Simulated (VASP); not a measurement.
# TaN (P6_3mc) in VASP: notebook, part 2 of 2

VASP 6.6.1.

## (3) Single point, PBEsol (strain +0.0150 x Voigt [0, 0, 1, 0, 0, 0])

INCAR

```
SYSTEM = TaN
  ALGO = Normal
  EDIFF = 1E-7
  ENCUT = 520
  GGA = PS
  ISIF = 2
  ISMEAR = 0
  LASPH = .TRUE.
  LCHARG = .FALSE.
  LREAL = .FALSE.
  LWAVE = .FALSE.
  NBANDS = 24
  NELM = 80
  PREC = Accurate
  SIGMA = 0.15
```

KPOINTS

```
k-points
0
G
  18 18 10
  0 0 0
```

POSCAR

```
TaN
1.0
    3.0500010905      0.0000000000      0.0000000000
   -1.5250005453      2.6413784260      0.0000000000
    0.0000000000      0.0000000000      5.0141000000
Ta N
2 2
Direct
    0.3333333333      0.6666666667      0.0000000000
    0.6666666667      0.3333333333      0.5000000000
    0.3333333333      0.6666666667      0.3850000000
    0.6666666667      0.3333333333      0.8850000000
```

Potentials or basis: VASP PAW PBE potentials, release 64 (Ta_pv, N).

The run is started by

```sh
$ cat potpaw_PBE.64/Ta_pv/POTCAR potpaw_PBE.64/N/POTCAR > POTCAR
$ mpirun -np 1 vasp_std > vasp.out
```

OUTCAR:

```text
SYSTEM = TaN
   EDIFF = 1E-7
   ENCUT = 520
   GGA = PS
   ISIF = 2
   ISMEAR = 0
   LASPH = .TRUE.
   LREAL = .FALSE.
   NELM = 80
   PREC = Accurate

 ion  position               nearest neighbor table
   1  0.333  0.667  0.000-   4 1.85   4 1.85   4 1.85   3 1.93   2 3.06   2 3.06   2 3.06   2 3.06
                             2 3.06   2 3.06
   2  0.667  0.333  0.500-   3 1.85   3 1.85   3 1.85   4 1.93   1 3.06   1 3.06   1 3.06   1 3.06
                             1 3.06   1 3.06
   3  0.333  0.667  0.385-   2 1.85   2 1.85   2 1.85   1 1.93
   4  0.667  0.333  0.885-   1 1.85   1 1.85   1 1.85   2 1.93

  LATTYP: Found a hexagonal cell.
 ALAT       =     3.0500010905
 C/A-ratio  =     1.6439666253

  Lattice vectors:

 A1 = (   3.0500010905,   0.0000000000,   0.0000000000)
 A2 = (  -1.5250005453,   2.6413784260,   0.0000000000)
 A3 = (   0.0000000000,   0.0000000000,   5.0141000000)

Analysis of symmetry for initial positions (statically):
=====================================================================
 Subroutine PRICEL returns:
 Original cell was already a primitive cell.

 Routine SETGRP: Setting up the symmetry group for a
 hexagonal supercell.

 Subroutine GETGRP returns: Found 12 space group operations
 (whereof  6 operations were pure point group operations)
 out of a pool of 24 trial point group operations.

The static configuration has the point symmetry C_3v.
 The point group associated with its full space group is C_6v.

Analysis of symmetry for dynamics (positions and initial velocities):
=====================================================================
 Subroutine PRICEL returns:
 Original cell was already a primitive cell.

 Routine SETGRP: Setting up the symmetry group for a
[... 126 lines left out ...]
   ISMEAR =     0;   SIGMA  =   0.15  broadening in eV -4-tet -1-fermi 0-gaus
   EFERMI_NEDOS =   21; number of points for ismear=-14 and -15
   IALGO  =     38    algorithm
   IMIX   =      4    mixing-type and parameters
     AMIX     =   0.40;   BMIX     =  1.00
     AMIX_MAG =   1.60;   BMIX_MAG =  1.00
  volume/ion in A,a.u.               =      10.10        68.15
  Fermi-wavevector in a.u.,A,eV,Ry     =   1.514783  2.862524 31.219467  2.294566
  Thomas-Fermi vector in A             =   2.624394
   LORBIT       =      0    0 simple, 1 ext, 2 COOP (PROOUT), +10 PAW based schemes
   GGA     = PS    functional components
   LHFCALC =     F    Hartree Fock is set to
   AEXX    =    0.0000 exact exchange contribution
   IVDW    =     0    specifies the selected vdW correction
   LEPSILON=     F    determine dielectric tensor
   LRPA    =     F    only Hartree local field effects (RPA)
 non-spin polarized calculation
 Gauss-broadening in eV      SIGMA  =   0.15
  energy-cutoff  :      520.00
  volume of cell :       40.39
 maximum number of plane-waves:      1108
 NGX is ok and might be reduce to    24
   NGX = 11   NGY = 11   NGZ = 19

 number of electron      32.0000000 magnetization

 Free energy of the ion-electron system (eV)
  ---------------------------------------------------
  ext. energy  EPLUGINS =         0.00000000
  ---------------------------------------------------
  free energy    TOTEN  =       -41.22415127 eV

  energy without entropy =      -41.20712688  energy(sigma->0) =      -41.21563908

 E-fermi :   9.4093     XC(G=0): -13.6145

 val. band max:        9.4079617496   @ k =   0.1667   0.1111   0.5000
 cond. band min:       9.4169330940   @ k =   0.3889   0.1111   0.0000
 fundamental gap:      0.0089713445
 Fermi energy:         9.4093176583

 k-point     1 :       0.0000    0.0000    0.0000
  band No.  band energies     occupation
      1     -26.5489      2.00000
      2     -25.5242      2.00000
      3     -25.5242      2.00000
      4     -25.3547      2.00000
      5     -25.3547      2.00000
      6     -25.2942      2.00000
[... 637 lines left out ...]
     23      15.6897      0.00000
     24      16.7245      0.00000

 [... further k-points ...]

------------------------ aborting loop because EDIFF is reached ----------------------------------------

  FORCE on cell =-STRESS in cart. coord.  units (eV):
  Direction    XX          YY          ZZ          XY          YZ          ZX
  --------------------------------------------------------------------------------------
  -------------------------------------------------------------------------------------
  Total       32.9139402     32.9139402     24.8524294     -0.0000000      0.0000000      0.0000000
  in kB     1305.4698479   1305.4698480    985.7251084     -0.0000000      0.0000000      0.0000000
  external PRESSURE =    1198.8882681 kB  Pullay stress =       0.0000000 kB

 VOLUME and BASIS-vectors are now :
 -----------------------------------------------------------------------------
  energy-cutoff  :      520.00
  volume of cell :       40.39
      direct lattice vectors                 reciprocal lattice vectors
     3.050001090  0.000000000  0.000000000     0.327868735  0.189295103  0.000000000
    -1.525000545  2.641378426  0.000000000     0.000000000  0.378590205  0.000000000
     0.000000000  0.000000000  5.014100000     0.000000000  0.000000000  0.199437586

 POSITION                                       TOTAL-FORCE (eV/Angst)
 -----------------------------------------------------------------------------------
     -0.00000      1.76092      0.00000         0.000000     -0.000000      3.032484
      1.52500      0.88046      2.50705        -0.000000      0.000000      3.032484
     -0.00000      1.76092      1.93043        -0.000000      0.000000     -3.032484
      1.52500      0.88046      4.43748         0.000000     -0.000000     -3.032484
 -----------------------------------------------------------------------------------
    total drift:                                0.000000      0.000000      0.000505

  FREE ENERGIE OF THE ION-ELECTRON SYSTEM (eV)
  ---------------------------------------------------
  free  energy   TOTEN  =       -41.2241512744 eV

  energy  without entropy=      -41.2071268812  energy(sigma->0) =      -41.21563908
```

OSZICAR:

```text
N       E                     dE             d eps       ncg     rms          rms(c)
DAV:   1     0.286055386914E+03    0.28606E+03   -0.17846E+04 10664   0.143E+03
DAV:   2    -0.339233922582E+02   -0.31998E+03   -0.30481E+03 12632   0.425E+02
DAV:   3    -0.478047668978E+02   -0.13881E+02   -0.13703E+02 13456   0.883E+01
DAV:   4    -0.479306564751E+02   -0.12589E+00   -0.12582E+00 11832   0.895E+00
DAV:   5    -0.479319560306E+02   -0.12996E-02   -0.12993E-02 13712   0.789E-01    0.585E+01
DAV:   6    -0.413638401967E+02    0.65681E+01   -0.22444E+01 12512   0.366E+01    0.250E+01
DAV:   7    -0.412683031034E+02    0.95537E-01   -0.87865E-01 11400   0.751E+00    0.132E+01
DAV:   8    -0.412280272950E+02    0.40276E-01   -0.52992E-02 13120   0.164E+00    0.141E+00
DAV:   9    -0.412241084631E+02    0.39188E-02   -0.10618E-02 12656   0.727E-01    0.157E-01
DAV:  10    -0.412241605500E+02   -0.52087E-04   -0.47955E-04 12768   0.186E-01    0.482E-02
DAV:  11    -0.412241522329E+02    0.83171E-05   -0.32603E-05 13016   0.435E-02    0.133E-02
DAV:  12    -0.412241516109E+02    0.62206E-06   -0.21047E-06 12968   0.138E-02    0.410E-03
DAV:  13    -0.412241512802E+02    0.33063E-06   -0.23903E-07 10136   0.379E-03    0.253E-03
DAV:  14    -0.412241512744E+02    0.58762E-08   -0.22688E-08  6776   0.136E-03
   1 F= -.41224151E+02 E0= -.41215639E+02  d E =-.170244E-01
```

Run time: 4.4 min. Hardware: 1 thread of Intel Xeon 8259CL, shared host; peak memory 0.3 GiB.

What came out:

* Free energy: -41.2242 eV
* Pressure: 119.9 GPa
* Largest force: 3.032 eV/Å
* Band gap on the k mesh: zero (bands 16 and 17 overlap by 2.83 eV)

Forces in eV/Å, atoms in the order of the input:
```
Ta   0.000  0.000  3.032
Ta   0.000  0.000  3.032
N    0.000  0.000 -3.032
N    0.000  0.000 -3.032
```

Caveat: the cell differs from its parent crystal (strain +0.0150 x Voigt [0, 0, 1, 0, 0, 0]); the stress differs along the axes, from 99 to 131 GPa; the PAW data sets were made with another functional, which shifts forces and pressure a little; spin-orbit coupling is left out, which moves the levels of the heavy elements.

## (4) Single point, PBEsol (strain +0.0175 x Voigt [0, 0, 1, 0, 0, 0])

INCAR

```
SYSTEM = TaN
ALGO     = Normal         ! electronic algorithm
EDIFF    = 1E-6           ! SCF threshold, eV
ENCUT    = 520            ! plane-wave cutoff, eV
GGA      = PS             ! functional
ISIF     = 2              ! what is computed and relaxed
ISMEAR   = 0              ! smearing method
LASPH    = .TRUE.         ! aspherical terms in the spheres
LCHARG   = .FALSE.        ! write CHGCAR
LREAL    = .FALSE.        ! projectors in reciprocal space
LWAVE    = .FALSE.        ! write WAVECAR
NBANDS   = 24             ! bands
NELM     = 60             ! most SCF steps
PREC     = Accurate       ! precision mode
SIGMA    = 0.15           ! smearing width, eV
```

KPOINTS is that of step 3.

Edit POSCAR of step 3 so:

```diff
@@ -4,3 +4,3 @@
    -1.5250005453      2.6413784260      0.0000000000
-    0.0000000000      0.0000000000      5.0141000000
+    0.0000000000      0.0000000000      5.0264500000
 Ta N
```

The run is started by

```sh
$ cat potpaw_PBE.64/Ta_pv/POTCAR potpaw_PBE.64/N/POTCAR > POTCAR
$ mpirun -np 1 vasp_std > vasp.out
```

It took 3.5 min on 1 thread of Intel Xeon 8259CL, shared host; peak memory 0.3 GiB.

The run converged. Its results:

```yaml
Free_energy: -41.2848 eV
Pressure: 118.4 GPa
Largest_force: 3.136 eV/Å
Band_gap_on_the_k_mesh: zero (bands 16 and 17 overlap by 2.83 eV)
```

Forces on the atoms (eV/Å):
```
Ta   0.000  0.000  3.136
Ta   0.000  0.000  3.136
N    0.000  0.000 -3.136
N    0.000  0.000 -3.136
```

Stress tensor (GPa, compression positive):
```
129.32   0.00   0.00
  0.00 129.32   0.00
  0.00   0.00  96.48
```

Levels at points of the mesh, in eV from the Fermi level:
```tsv
k point	band 12	band 13	band 14	band 15	band 16	band 17	band 18	band 19	band 20	band 21
(0.00, 0.00, 0.00)	-7.77	-7.77	-7.63	-0.69	-0.69	-0.34	2.24	2.64	2.64	4.58
(0.50, 0.00, 0.00)	-6.32	-6.09	-5.15	-2.38	-1.05	0.52	1.53	1.99	3.73	4.32
(0.00, 0.00, 0.50)	-8.30	-8.30	-8.30	1.20	1.20	1.20	1.20	1.91	1.91	6.48
(0.50, 0.00, 0.50)	-6.38	-6.36	-6.36	-0.51	-0.51	2.12	2.12	2.30	2.30	4.77
```

Caveat: the cell differs from its parent crystal (strain +0.0175 x Voigt [0, 0, 1, 0, 0, 0]); the stress differs along the axes, from 96 to 129 GPa; the PAW data sets were made with another functional, which shifts forces and pressure a little; spin-orbit coupling is left out, which moves the levels of the heavy elements.

## (5) Summary

```csv
cell,gap on the mesh (eV),pressure (GPa),largest force (eV/Å)
"a = 3.050, b = 3.050, c = 4.989 Å, angles 90.0, 90.0, 120.0°, 4 atoms",none,123.0,2.82
"a = 3.050, b = 3.050, c = 5.014 Å, angles 90.0, 90.0, 120.0°, 4 atoms",none,119.9,3.03
"a = 3.050, b = 3.050, c = 5.026 Å, angles 90.0, 90.0, 120.0°, 4 atoms",none,118.4,3.14
```

Alike in all rows: task single point; level PBEsol; potentials or basis VASP PAW PBE potentials, release 64 (Ta_pv, N); no spin polarisation; k mesh 18 × 18 × 10; cutoff (eV) 520; smearing gaussian 0.15 eV.

Caveats: the PAW data sets were made with another functional, which shifts forces and pressure a little; spin-orbit coupling is left out, which moves the levels of the heavy elements; the stress differs along the axes, from 103 to 133 GPa (at least some runs); the stress differs along the axes, from 99 to 131 GPa (at least some runs); the stress differs along the axes, from 96 to 129 GPa (at least some runs).

Total energies depend on the potentials used, so only differences within one code and one set of settings carry meaning.
